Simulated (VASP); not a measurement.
# AlFe (Pm-3m) in VASP: single point with PBEsol+U

Aim: the single point of AlFe with PBEsol+U.

Everything below comes from runs of VASP 6.6.1. Logs are shortened: lines on timing, memory, paths and dates and some standing lists are left out, and cuts for length are marked.

## 1. The cell of the first run

It takes space group Pm-3m (No. 221, cubic). Conventional cell: a = 2.856 Å, b = 2.856 Å, c = 2.856 Å, α = 90.00°, β = 90.00°, γ = 90.00°. Al (site symmetry m-3m) has 8 Fe at 2.47 Å and 6 Al at 2.86 Å within 3.3 Å. Fe (site symmetry m-3m) has 8 Al at 2.47 Å and 6 Fe at 2.86 Å within 3.3 Å.

## 2. Single point, PBEsol+U

File INCAR:

```
PREC = Accurate ; ENCUT = 690
EDIFF = 1E-6 ; ISMEAR = -1
SIGMA = 0.1 ; LREAL = False
LASPH = True ; NELM = 200
ALGO = Normal ; ISIF = 2
LWAVE = False ; LCHARG = False
LMAXMIX = 4 ; LDAU = True
LDAUTYPE = 2 ; LDAUL = -1 2
LDAUU = 0 6 ; LDAUJ = 0 0
LDAUPRINT = 1 ; GGA = PS
NBANDS = 16 ; GGA_COMPAT = False
```

File KPOINTS:

```
Automatic mesh
0
Gamma
  6 6 6
  0.5 0.5 0.5
```

File POSCAR:

```
AlFe
1.0
    2.8560365352      0.0000000000      0.0000000000
    0.0000000000      2.8560365352      0.0000000000
    0.0000000000      0.0000000000      2.8560365352
Al Fe
1 1
Direct
    0.0000000000      0.0000000000      0.0000000000
    0.5000000000      0.5000000000      0.5000000000
```

Potentials or basis: VASP PAW PBE potentials, release 64 (Al, Fe_sv).

The run is started by

```console
cat potpaw_PBE.64/Al/POTCAR potpaw_PBE.64/Fe_sv/POTCAR > POTCAR
mpirun -np 1 vasp_std > vasp.out
```

OUTCAR:

```text
PREC = Accurate
   ENCUT = 690
   EDIFF = 1E-6
   ISMEAR = -1
   LREAL = False
   LASPH = True
   NELM = 200
   ISIF = 2
   GGA = PS

 ion  position               nearest neighbor table
   1  0.000  0.000  0.000-   2 2.47   2 2.47   2 2.47   2 2.47   2 2.47   2 2.47   2 2.47   2 2.47

   2  0.500  0.500  0.500-   1 2.47   1 2.47   1 2.47   1 2.47   1 2.47   1 2.47   1 2.47   1 2.47

  LATTYP: Found a simple cubic cell.
 ALAT       =     2.8560365352

  Lattice vectors:

 A1 = (   2.8560365352,   0.0000000000,   0.0000000000)
 A2 = (   0.0000000000,   2.8560365352,   0.0000000000)
 A3 = (   0.0000000000,   0.0000000000,   2.8560365352)

Analysis of symmetry for initial positions (statically):
=====================================================================
 Subroutine PRICEL returns:
 Original cell was already a primitive cell.

 Routine SETGRP: Setting up the symmetry group for a
 simple cubic supercell.

 Subroutine GETGRP returns: Found 48 space group operations
 (whereof 48 operations were pure point group operations)
 out of a pool of 48 trial point group operations.

The static configuration has the point symmetry O_h .

Analysis of symmetry for dynamics (positions and initial velocities):
=====================================================================
 Subroutine PRICEL returns:
 Original cell was already a primitive cell.

 Routine SETGRP: Setting up the symmetry group for a
 simple cubic supercell.

 Subroutine GETGRP returns: Found 48 space group operations
 (whereof 48 operations were pure point group operations)
 out of a pool of 48 trial point group operations.

The dynamic configuration has the point symmetry O_h .

 Subroutine INISYM returns: Found 48 space group operations
 (whereof 48 operations are pure point group operations),
 and found     1 'primitive' translations

----------------------------------------------------------------------------------------

                                     Primitive cell

  volume of cell :      23.2965

[... 122 lines left out ...]
  0.0000 -0.0000  0.3235  0.0000  0.0000
 -0.0000 -0.0000  0.0000  0.7460 -0.0000
  0.0000 -0.0000  0.0000 -0.0000  0.3235

spin component  2

  0.7460  0.0000  0.0000 -0.0000  0.0000
  0.0000  0.7460 -0.0000 -0.0000 -0.0000
  0.0000 -0.0000  0.3235  0.0000  0.0000
 -0.0000 -0.0000  0.0000  0.7460 -0.0000
  0.0000 -0.0000  0.0000 -0.0000  0.3235

 occupancies and eigenvectors

  o =  0.3235  v =  0.0000  0.0000 -0.0839  0.0000  0.9965  0.0000  0.0000  0.0000  0.0000  0.0000      0.0000  0.0000  0.0000  0.0000  0.0000  0.0000  0.0000  0.0000  0.0000  0.0000
  o =  0.3235  v =  0.0000  0.0000  0.0000  0.0000  0.0000  0.0000  0.0000 -0.0839  0.0000  0.9965      0.0000  0.0000  0.0000  0.0000  0.0000  0.0000  0.0000  0.0000  0.0000  0.0000
  o =  0.3235  v =  0.0000  0.0000  0.0000  0.0000  0.0000  0.0000  0.0000 -0.9965  0.0000 -0.0839      0.0000  0.0000  0.0000  0.0000  0.0000  0.0000  0.0000  0.0000  0.0000  0.0000
  o =  0.3235  v =  0.0000  0.0000 -0.9965  0.0000 -0.0839  0.0000  0.0000  0.0000  0.0000  0.0000      0.0000  0.0000  0.0000  0.0000  0.0000  0.0000  0.0000  0.0000  0.0000  0.0000
  o =  0.7460  v =  0.0000 -0.7019 -0.0000 -0.7122  0.0000  0.0000  0.0000  0.0000  0.0000  0.0000      0.0000  0.0000  0.0000  0.0000  0.0000  0.0000  0.0000  0.0000  0.0000  0.0000
  o =  0.7460  v =  0.0000  0.0000  0.0000  0.0000  0.0000  0.0000 -0.7019 -0.0000 -0.7122  0.0000      0.0000  0.0000  0.0000  0.0000  0.0000  0.0000  0.0000  0.0000  0.0000  0.0000
  o =  0.7460  v =  1.0000  0.0000  0.0000  0.0000  0.0000  0.0000  0.0000  0.0000  0.0000  0.0000      0.0000  0.0000  0.0000  0.0000  0.0000  0.0000  0.0000  0.0000  0.0000  0.0000
  o =  0.7460  v =  0.0000  0.7122 -0.0000 -0.7019  0.0000  0.0000  0.0000  0.0000  0.0000  0.0000      0.0000  0.0000  0.0000  0.0000  0.0000  0.0000  0.0000  0.0000  0.0000  0.0000
  o =  0.7460  v =  0.0000  0.0000  0.0000  0.0000  0.0000  0.0000  0.7122 -0.0000 -0.7019  0.0000      0.0000  0.0000  0.0000  0.0000  0.0000  0.0000  0.0000  0.0000  0.0000  0.0000
  o =  0.7460  v =  0.0000  0.0000  0.0000  0.0000  0.0000  1.0000  0.0000  0.0000  0.0000  0.0000      0.0000  0.0000  0.0000  0.0000  0.0000  0.0000  0.0000  0.0000  0.0000  0.0000

 number of electron      19.0000008 magnetization

 Free energy of the ion-electron system (eV)
  ---------------------------------------------------
  ext. energy  EPLUGINS =         0.00000000
  ---------------------------------------------------
  free energy    TOTEN  =        -7.03612979 eV

  energy without entropy =       -6.98692872  energy(sigma->0) =       -7.01152925

 E-fermi :  10.8167     XC(G=0): -12.6306

 val. band max:       10.7103634351   @ k =   0.4167   0.2500   0.2500
 cond. band min:      11.0227969592   @ k =   0.4167   0.2500   0.2500
 fundamental gap:      0.3124335241
 Fermi energy:        10.8167281551

 k-point     1 :       0.0833    0.0833    0.0833
  band No.  band energies     occupation
      1     -74.4500      2.00000
      2     -40.6673      2.00000
      3     -40.6668      2.00000
      4     -40.6668      2.00000
      5       1.0271      2.00000
      6       9.5879      1.99999
[... 167 lines left out ...]
      3     -40.7144      2.00000
      4     -40.7144      2.00000
      5       6.7647      2.00000
      6       7.2761      2.00000
[... 8 lines left out ...]
     15      17.7633      0.00000
     16      18.8568      0.00000

------------------------ aborting loop because EDIFF is reached ----------------------------------------

  FORCE on cell =-STRESS in cart. coord.  units (eV):
  Direction    XX          YY          ZZ          XY          YZ          ZX
  --------------------------------------------------------------------------------------
  -------------------------------------------------------------------------------------
  Total        0.0767515      0.0767515      0.0767515     -0.0000000     -0.0000000      0.0000000
  in kB        5.2784447      5.2784447      5.2784447     -0.0000000     -0.0000000      0.0000000
  external PRESSURE =       5.2784447 kB  Pullay stress =       0.0000000 kB

 VOLUME and BASIS-vectors are now :
 -----------------------------------------------------------------------------
  energy-cutoff  :      690.00
  volume of cell :       23.30
      direct lattice vectors                 reciprocal lattice vectors
     2.856036535  0.000000000  0.000000000     0.350135577  0.000000000  0.000000000
     0.000000000  2.856036535  0.000000000     0.000000000  0.350135577  0.000000000
     0.000000000  0.000000000  2.856036535     0.000000000  0.000000000  0.350135577

 POSITION                                       TOTAL-FORCE (eV/Angst)
 -----------------------------------------------------------------------------------
      0.00000      0.00000      0.00000         0.000000      0.000000      0.000000
      1.42802      1.42802      1.42802         0.000000      0.000000      0.000000
 -----------------------------------------------------------------------------------
    total drift:                                0.000000      0.000000     -0.000000

  FREE ENERGIE OF THE ION-ELECTRON SYSTEM (eV)
  ---------------------------------------------------
  free  energy   TOTEN  =        -7.0361297891 eV

  energy  without entropy=       -6.9869287189  energy(sigma->0) =       -7.01152925
```

OSZICAR:

```text
N       E                     dE             d eps       ncg     rms          rms(c)
DAV:   1     0.306138799986E+03    0.30614E+03   -0.13187E+04   328   0.180E+03
DAV:   2     0.684931061345E+01   -0.29929E+03   -0.28845E+03   320   0.581E+02
DAV:   3    -0.789275852080E+01   -0.14742E+02   -0.14596E+02   480   0.146E+02
DAV:   4    -0.822808265029E+01   -0.33532E+00   -0.33531E+00   352   0.241E+01
DAV:   5    -0.824088590861E+01   -0.12803E-01   -0.12803E-01   440   0.474E+00    0.148E+01
DAV:   6    -0.100779001102E+02   -0.18370E+01   -0.28311E+01   344   0.103E+02    0.212E+01
DAV:   7    -0.670953827799E+01    0.33684E+01   -0.13021E+01   344   0.668E+01    0.320E+00
DAV:   8    -0.679865000965E+01   -0.89112E-01   -0.14936E-01   328   0.358E+00    0.230E+00
DAV:   9    -0.696933772826E+01   -0.17069E+00   -0.21463E-01   536   0.421E+00    0.979E-01
DAV:  10    -0.698266306412E+01   -0.13325E-01   -0.12679E-02   344   0.119E+00    0.846E-01
DAV:  11    -0.702750077740E+01   -0.44838E-01   -0.43408E-01   448   0.421E+00    0.532E-01
DAV:  12    -0.703615885673E+01   -0.86581E-02   -0.26996E-02   424   0.143E+00    0.131E-01
DAV:  13    -0.703594010306E+01    0.21875E-03   -0.70809E-04   384   0.460E-01    0.659E-02
DAV:  14    -0.703611503200E+01   -0.17493E-03   -0.22899E-04   472   0.128E-01    0.153E-02
DAV:  15    -0.703612957471E+01   -0.14543E-04   -0.35547E-05   400   0.460E-02    0.478E-03
DAV:  16    -0.703612736111E+01    0.22136E-05   -0.36754E-06   240   0.172E-02    0.581E-03
DAV:  17    -0.703612975642E+01   -0.23953E-05   -0.45686E-06   208   0.173E-02    0.602E-04
DAV:  18    -0.703612978908E+01   -0.32667E-07   -0.25819E-07   168   0.561E-03
   1 F= -.70361298E+01 E0= -.70115293E+01  d E =-.492011E-01
```

stdout:

```text
POSCAR found type information on POSCAR AlFe
 POSCAR found :  2 types and       2 ions
 scaLAPACK will be used
 -----------------------------------------------------------------------------
|                                                                             |
|                                                                             |
|     You enforced a specific xc type in the INCAR file but a different       |
|     I HOPE YOU KNOW WHAT YOU ARE DOING!                                     |
|                                                                             |
 -----------------------------------------------------------------------------

 LDA part: xc-table for (Slater+PW92), standard interpolation
 POSCAR, INCAR and KPOINTS ok, starting setup
 FFT: planning ... GRIDC
 FFT: planning ... GRID_SOFT
 FFT: planning ... GRID
 WAVECAR not read
 entering main loop
```

Run time: 4.4 s. Hardware: 1 thread of Intel Xeon Platinum 8488C (Sapphire Rapids), shared host; peak memory 0.13 GiB.

What came out:

```
Free energy            : -7.0361 eV
Pressure               : 0.5 GPa
Band gap on the k mesh : zero (an odd number of electrons rules out a gap without spin polarisation)
```

Eigenvalues of the final occupation matrices:
```csv
site,spin,trace,eigenvalues
site 2 d,1,2.89,0.32 0.32 0.75 0.75 0.75
site 2 d,2,2.89,0.32 0.32 0.75 0.75 0.75
```

Caveat: the k points lie up to 0.37 Å⁻¹ apart, too coarse for converged energies and pressures of a metal; the PAW data sets were made with another functional, which shifts forces and pressure a little; the run has no spin polarisation, though such a crystal can be magnetic; U without spin polarisation on a metal has little footing; the U is typed as a test and isn't derived for this compound. Spin polarisation is off, so any magnetic state and its effect on volume and gap are missing.

The gap in the log of VASP goes by the Fermi energy; the results here count the filled bands.